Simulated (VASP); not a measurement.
# AgBr (Fm-3m) in VASP: density of states with PBE

Aim: the density of states of AgBr with PBE.

Program: VASP 6.6.1. These are calculated values, not measurements. Logs are shortened: lines on timing, memory, paths and dates and some standing lists are left out, and cuts for length are marked.

## Step 1: The cell of the first run

Symmetry: Fm-3m, No. 225, cubic system. Conventional cell: a = 5.841 Å, b = 5.841 Å, c = 5.841 Å, α = 90.00°, β = 90.00°, γ = 90.00°. Within 3.8 Å of Ag (site symmetry m-3m) lie 6 Br at 2.92 Å. Br (site symmetry m-3m) has 6 Ag at 2.92 Å within 3.8 Å.

## Step 2: Density of states, PBE

The input, POSCAR:

```
AgBr
1.0
    0.0000000000      2.9202557431      2.9202557431
    2.9202557431      0.0000000000      2.9202557431
    2.9202557431      2.9202557431      0.0000000000
Ag Br
1 1
Direct
    0.5000000000      0.5000000000      0.5000000000
    0.0000000000      0.0000000000      0.0000000000
```

The input, INCAR.step1:

```
PREC = Accurate ; ENCUT = 400
EDIFF = 1E-6 ; ISMEAR = 0
SIGMA = 0.05 ; LREAL = False
LASPH = True ; NELM = 120
ALGO = Normal ; ISIF = 2
LWAVE = False ; LCHARG = True
LMAXMIX = 4 ; GGA = PE
NBANDS = 16 ; GGA_COMPAT = False
NEDOS = 2001 ; LORBIT = 11
```

The input, KPOINTS.step1:

```
Automatic mesh
0
Gamma
  10 10 10
```

The input, INCAR.step2:

```
PREC = Accurate ; ENCUT = 400
EDIFF = 1E-6 ; ISMEAR = -5
SIGMA = 0.05 ; LREAL = False
LASPH = True ; NELM = 120
ALGO = Normal ; ISIF = 2
LWAVE = False ; LCHARG = False
LMAXMIX = 4 ; GGA = PE
LORBIT = 10 ; NEDOS = 1001
ICHARG = 11 ; GGA_COMPAT = False
```

The input, KPOINTS.step2:

```
Automatic mesh
0
Gamma
  15 15 15
```

Potentials or basis: VASP PAW PBE potentials, release 64 (Ag, Br).

Started as:

```
$ cat potpaw_PBE.64/Ag/POTCAR potpaw_PBE.64/Br/POTCAR > POTCAR
$ cp INCAR.step1 INCAR
$ cp KPOINTS.step1 KPOINTS
$ mpirun -np 1 vasp_std > vasp.out
$ cp INCAR.step2 INCAR
$ cp KPOINTS.step2 KPOINTS
$ mpirun -np 1 vasp_std > vasp.out
```

OUTCAR:

```text
PREC = Accurate
   ENCUT = 400
   EDIFF = 1E-6
   ISMEAR = -5
   LREAL = False
   LASPH = True
   NELM = 120
   ISIF = 2
   GGA = PE
   LORBIT = 10
   ICHARG = 11

 ion  position               nearest neighbor table
   1  0.500  0.500  0.500-   2 2.92   2 2.92   2 2.92   2 2.92   2 2.92   2 2.92
   2  0.000  0.000  0.000-   1 2.92   1 2.92   1 2.92   1 2.92   1 2.92   1 2.92

  LATTYP: Found a face centered cubic cell.
 ALAT       =     5.8405114862

  Lattice vectors:

 A1 = (   0.0000000000,   2.9202557431,   2.9202557431)
 A2 = (   2.9202557431,   0.0000000000,   2.9202557431)
 A3 = (   2.9202557431,   2.9202557431,   0.0000000000)

Analysis of symmetry for initial positions (statically):
=====================================================================
 Subroutine PRICEL returns:
 Original cell was already a primitive cell.

 Routine SETGRP: Setting up the symmetry group for a
 face centered cubic supercell.

 Subroutine GETGRP returns: Found 48 space group operations
 (whereof 48 operations were pure point group operations)
 out of a pool of 48 trial point group operations.

The static configuration has the point symmetry O_h .

Analysis of symmetry for dynamics (positions and initial velocities):
=====================================================================
 Subroutine PRICEL returns:
 Original cell was already a primitive cell.

 Routine SETGRP: Setting up the symmetry group for a
 face centered cubic supercell.

 Subroutine GETGRP returns: Found 48 space group operations
 (whereof 48 operations were pure point group operations)
 out of a pool of 48 trial point group operations.

The dynamic configuration has the point symmetry O_h .

 Subroutine INISYM returns: Found 48 space group operations
 (whereof 48 operations are pure point group operations),
 and found     1 'primitive' translations

----------------------------------------------------------------------------------------

                                     Primitive cell

  volume of cell :      49.8073

  direct lattice vectors                    reciprocal lattice vectors
     0.000000000  2.920255743  2.920255743    -0.171217881  0.171217881  0.171217881
     2.920255743  0.000000000  2.920255743     0.171217881 -0.171217881  0.171217881
     2.920255743  2.920255743  0.000000000     0.171217881  0.171217881 -0.171217881

  length of vectors
     4.129865277  4.129865277  4.129865277     0.296558069  0.296558069  0.296558069

  position of ions in fractional coordinates (direct lattice)
     0.500000000  0.500000000  0.500000000
     0.000000000  0.000000000  0.000000000

  ion indices of the primitive-cell ions
   primitive index   ion index
                 1           1
                 2           2

----------------------------------------------------------------------------------------

 KPOINTS: Automatic mesh

Automatic generation of k-mesh.
 Grid dimensions read from file:
 generate k-points for:   15   15   15

 Generating k-lattice:

  Cartesian coordinates                     Fractional coordinates (reciprocal lattice)
    -0.011414525  0.011414525  0.011414525     0.066666667  0.000000000  0.000000000
     0.011414525 -0.011414525  0.011414525     0.000000000  0.066666667  0.000000000
     0.011414525  0.011414525 -0.011414525     0.000000000  0.000000000  0.066666667

  Length of vectors
     0.019770538  0.019770538  0.019770538

  Shift w.r.t. Gamma in fractional coordinates (k-lattice)
     0.000000000  0.000000000  0.000000000

 TETIRR: Found    484 inequivalent tetrahedra from    20250

 Subroutine IBZKPT returns following result:
 ===========================================

 Found    120 irreducible k-points:

 Following reciprocal coordinates:
            Coordinates               Weight
  0.000000  0.000000  0.000000      1.000000
  0.066667  0.000000  0.000000      8.000000
  0.133333  0.000000  0.000000      8.000000
  0.200000  0.000000  0.000000      8.000000
  0.266667  0.000000  0.000000      8.000000
  0.333333  0.000000  0.000000      8.000000
[... 16 lines left out ...]
  0.133333  0.133333  0.000000      6.000000
  0.200000  0.133333  0.000000     24.000000
 [... further k-points ...]
   k-points           NKPTS =    120   k-points in BZ     NKDIM =    120   number of bands    NBANDS=     13
   number of dos      NEDOS =   1001   number of ions     NIONS =      2
   total plane-waves  NPLWV =  21952
   dimension x,y,z NGX =    28 NGY =   28 NGZ =   28
   dimension x,y,z NGXF=    56 NGYF=   56 NGZF=   56
   ions per type =               1   1
   NGX,Y,Z   is equivalent  to a cutoff of  11.27, 11.27, 11.27 a.u.
   NGXF,Y,Z  is equivalent  to a cutoff of  22.54, 22.54, 22.54 a.u.
 SYSTEM =  unknown system
   PREC   = accura    normal or accurate (medium, high low for compatibility)
   ISTART =      0    job   : 0-new  1-cont  2-samecut
   ICHARG =     11    charge: 1-file 2-atom 10-const
   ISPIN  =      1    spin polarized calculation?
   LNONCOLLINEAR =      F non collinear calculations
   LSORBIT =      F    spin-orbit coupling
   LASPH  =      T    aspherical Exc in radial PAW
   ENCUT  =  400.0 eV  29.40 Ry    5.42 a.u.   6.73  6.73  6.73*2*pi/ulx,y,z
   NELM   =    120;   NELMIN=  2; NELMDL=  0     # of ELM steps
   EDIFF  = 0.1E-05   stopping-criterion for ELM
   LREAL  =      F    real-space projection
   EDIFFG = 0.1E-04   stopping-criterion for IOM
   NSW    =      0    number of steps for IOM
   IBRION =     -1    ionic relax: 0-MD 1-quasi-New 2-CG
   NFREE  =      0    steps in history (QN), initial steepest desc. (CG)
   ISIF   =      2    stress and relaxation
   ISYM   =      2    0-nonsym 1-usesym 2-fastsym
   POTIM  = 0.5000    time-step for ionic-motion
   TEBEG  =    0.0;   TEEND  =   0.0 temperature during run
   PSTRESS=    0.0 pullay stress
   NELECT =      18.0000    total number of electrons
   NUPDOWN=      -1.0000    fix difference up-down
   EMIN   =  10.00;   EMAX   =-10.00  energy-range for DOS
   EFERMI =   0.00;   METHOD = LEGACY
   ISMEAR =    -5;   SIGMA  =   0.05  broadening in eV -4-tet -1-fermi 0-gaus
   EFERMI_NEDOS =   21; number of points for ismear=-14 and -15
   IALGO  =     38    algorithm
   IMIX   =      4    mixing-type and parameters
     AMIX     =   0.40;   BMIX     =  1.00
     AMIX_MAG =   1.60;   BMIX_MAG =  1.00
  volume/ion in A,a.u.               =      24.90       168.06
  Fermi-wavevector in a.u.,A,eV,Ry     =   1.166097  2.203604 18.500969  1.359783
  Thomas-Fermi vector in A             =   2.302615
   LORBIT       =     10    0 simple, 1 ext, 2 COOP (PROOUT), +10 PAW based schemes
   GGA     = PE    functional components
   LHFCALC =     F    Hartree Fock is set to
   AEXX    =    0.0000 exact exchange contribution
   IVDW    =     0    specifies the selected vdW correction
   LEPSILON=     F    determine dielectric tensor
   LRPA    =     F    only Hartree local field effects (RPA)
 non-spin polarized calculation
 Fermi weights with tetrahedron method with Bloechl corrections
  energy-cutoff  :      400.00
  volume of cell :       49.81
 maximum number of plane-waves:       926

 number of electron      17.9999994 magnetization

 Free energy of the ion-electron system (eV)
  ---------------------------------------------------
  ext. energy  EPLUGINS =         0.00000000
  ---------------------------------------------------
  free energy    TOTEN  =        -4.99965287 eV

  energy without entropy =       -4.99965287  energy(sigma->0) =       -4.99965287

 E-fermi :   2.9874     XC(G=0):  -9.5976

 val. band max:        2.9859551117   @ k =   0.4667   0.0000   0.0000
 cond. band min:       3.6869090356   @ k =   0.0000   0.0000   0.0000
 fundamental gap:      0.7009539239
 Fermi energy:         2.9874152161

 k-point     1 :       0.0000    0.0000    0.0000
  band No.  band energies     occupation
      1     -11.7564      2.00000
      2       0.4133      2.00000
      3       0.4133      2.00000
      4       0.4135      2.00000
      5       0.4135      2.00000
      6       0.4135      2.00000
      7       1.2500      2.00000
      8       1.2500      2.00000
      9       1.2500      2.00000
     10       3.6869      0.00000
     11      12.9274      0.00000
     12      12.9274      0.00000
     13      12.9274      0.00000

 k-point     2 :       0.0667    0.0000    0.0000
  band No.  band energies     occupation
      1     -11.7411      2.00000
      2       0.2782      2.00000
      3       0.2782      2.00000
      4       0.3451      2.00000
      5       0.4245      2.00000
      6       0.4245      2.00000
      7       1.0878      2.00000
      8       1.4024      2.00000
      9       1.4024      2.00000
     10       3.9617      0.00000
     11      12.3749      0.00000
     12      12.8592      0.00000
     13      12.8592      0.00000

 k-point     3 :       0.1333    0.0000    0.0000
  band No.  band energies     occupation
      1     -11.6973      2.00000
      2       0.0182      2.00000
      3       0.0182      2.00000
      4       0.0520      2.00000
      5       0.4561      2.00000
      6       0.4561      2.00000
      7       0.8853      2.00000
      8       1.7137      2.00000
      9       1.7137      2.00000
     10       4.5839      0.00000
     11      11.5021      0.00000
     12      12.4574      0.00000
     13      12.4574      0.00000

 k-point     4 :       0.2000    0.0000    0.0000
  band No.  band energies     occupation
      1     -11.6313      2.00000
      2      -0.4371      2.00000
      3      -0.2459      2.00000
      4      -0.2459      2.00000
      5       0.5033      2.00000
      6       0.5033      2.00000
      7       0.8395      2.00000
      8       2.0566      2.00000
      9       2.0566      2.00000
     10       5.3052      0.00000
     11      10.6794      0.00000
     12      11.7674      0.00000
     13      11.7674      0.00000

 k-point     5 :       0.2667    0.0000    0.0000
  band No.  band energies     occupation
      1     -11.5531      2.00000
      2      -0.9405      2.00000
      3      -0.4762      2.00000
      4      -0.4762      2.00000
      5       0.5585      2.00000
      6       0.5585      2.00000
      7       0.8670      2.00000
      8       2.3836      2.00000
      9       2.3836      2.00000
     10       5.9810      0.00000
     11      10.0045      0.00000
     12      11.0822      0.00000
     13      11.0822      0.00000
[... 257 lines left out ...]
 k-point    22 :      -0.0667    0.0667    0.0000
  band No.  band energies     occupation
      1     -11.7165      2.00000
      2       0.0515      2.00000
      3       0.0876      2.00000
      4       0.3045      2.00000
      5       0.4317      2.00000
      6       0.4521      2.00000
      7       1.0848      2.00000
      8       1.2997      2.00000
      9       1.7081      2.00000
     10       4.3482      0.00000
     11      11.9746      0.00000
     12      12.2902      0.00000
     13      13.0191      0.00000

 k-point    23 :       0.1333    0.1333    0.0000
  band No.  band energies     occupation
      1     -11.6798      2.00000
      2      -0.4363      2.00000
      3       0.2967      2.00000
      4       0.2967      2.00000
      5       0.3742      2.00000
      6       0.4362      2.00000
      7       1.3224      2.00000
      8       1.3224      2.00000
      9       1.4383      2.00000
     10       4.9362      0.00000
     11      11.5180      0.00000
     12      11.8250      0.00000
     13      12.4429      0.00000

 k-point    24 :       0.2000    0.1333    0.0000
  band No.  band energies     occupation
      1     -11.6330      2.00000
      2      -0.6971      2.00000
      3       0.1321      2.00000
      4       0.1398      2.00000
      5       0.3974      2.00000
      6       0.4947      2.00000
      7       1.0921      2.00000
      8       1.4424      2.00000
      9       1.7673      2.00000
     10       5.4864      0.00000
     11      10.6764      0.00000
     12      11.3579      0.00000
     13      12.2559      0.00000

 [... further k-points ...]
[... 5 lines left out ...]
  --------------------------------------------------------------------------------------
  -------------------------------------------------------------------------------------
  Total       -0.0691983     -0.0691983     -0.0691983      0.0000000     -0.0000000      0.0000000
  in kB       -2.2259389     -2.2259389     -2.2259389      0.0000000     -0.0000000      0.0000000
  external PRESSURE =      -2.2259389 kB  Pullay stress =       0.0000000 kB

 VOLUME and BASIS-vectors are now :
 -----------------------------------------------------------------------------
  energy-cutoff  :      400.00
  volume of cell :       49.81
      direct lattice vectors                 reciprocal lattice vectors
     0.000000000  2.920255743  2.920255743    -0.171217881  0.171217881  0.171217881
     2.920255743  0.000000000  2.920255743     0.171217881 -0.171217881  0.171217881
     2.920255743  2.920255743  0.000000000     0.171217881  0.171217881 -0.171217881

 POSITION                                       TOTAL-FORCE (eV/Angst)
 -----------------------------------------------------------------------------------
      2.92026      2.92026      2.92026        -0.000000      0.000000     -0.000000
      0.00000      0.00000      0.00000         0.000000     -0.000000      0.000000
 -----------------------------------------------------------------------------------
    total drift:                                0.000000      0.000000      0.000000

  FREE ENERGIE OF THE ION-ELECTRON SYSTEM (eV)
  ---------------------------------------------------
  free  energy   TOTEN  =        -4.9996528728 eV

  energy  without entropy=       -4.9996528728  energy(sigma->0) =       -4.99965287

 total charge

# of ion       s       p       d       tot
------------------------------------------
    1        0.213   0.135   9.353   9.701
    2        1.616   3.190   0.022   4.827
--------------------------------------------------
tot          1.829   3.325   9.375  14.529
```

Run time: 56 s. Hardware: 1 thread of Intel Xeon Platinum 8259CL at 2.50GHz (Skylake/Cascade Lake), shared host; peak memory 0.19 GiB.

What came out:

| Property | Result |
| --- | --- |
| Valence electrons inside the program's atomic spheres | Ag 9.70; Br 4.83 |

Levels at points of the mesh, in eV from the valence-band top:
```csv
k point,band 7,band 8,band 9,band 10,band 11,band 12
"(0.00, 0.00, 0.00)",-1.74,-1.74,-1.74,0.70,9.94,9.94
```
